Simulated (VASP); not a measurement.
C:

```
CELL_PARAMETERS angstrom
2.52000 0.00000 0.00000
-1.26000 2.18238 0.00000
0.00000 0.00000 4.12000
ATOMIC_POSITIONS crystal
C 0.33333 0.66667 0.06250
C 0.66667 0.33333 0.56250
C 0.33333 0.66667 0.43750
C 0.66667 0.33333 0.93750
```

- Program: VASP 6.6.1
- Task: relaxation of cell and atoms
- Functional: PBE
- Potentials or basis: VASP PAW PBE potentials, release 64 (C)
- Cutoff: 600 eV
- k mesh: 8 × 8 × 4
- Occupations: fermi-dirac, width 0.05 eV
- Spin: no spin polarisation

At the start: pressure 3.8 GPa; volume 5.66 Å³/atom.

Q: Where does the relaxation end?

A: Over 6 steps the energy falls by 5.4 meV/atom and the volume is 5.71 Å³/atom (+0.8 %); space group P6_3/mmc (No. 194, to 0.05 Å).

Step by step:
```
step  energy change (eV)  largest force (eV/Å)  pressure (GPa)  volume (Å³)
   1              0.0000                0.0415            3.76        22.66
   2              0.0098                0.0993           -4.46        23.08
   3             -0.0216                0.0017           -0.29        22.85
   4             -0.0216                0.0026           -0.21        22.85
   5             -0.0216                0.0027            0.27        22.82
   6             -0.0216                0.0000            0.04        22.84
```

Final structure:
```
CELL_PARAMETERS angstrom
2.51176 0.00000 0.00000
-1.25588 2.17525 0.00000
0.00000 0.00000 4.17952
ATOMIC_POSITIONS crystal
C 0.33333 0.66667 0.06273
C 0.66667 0.33333 0.56273
C 0.33333 0.66667 0.43727
C 0.66667 0.33333 0.93727
```
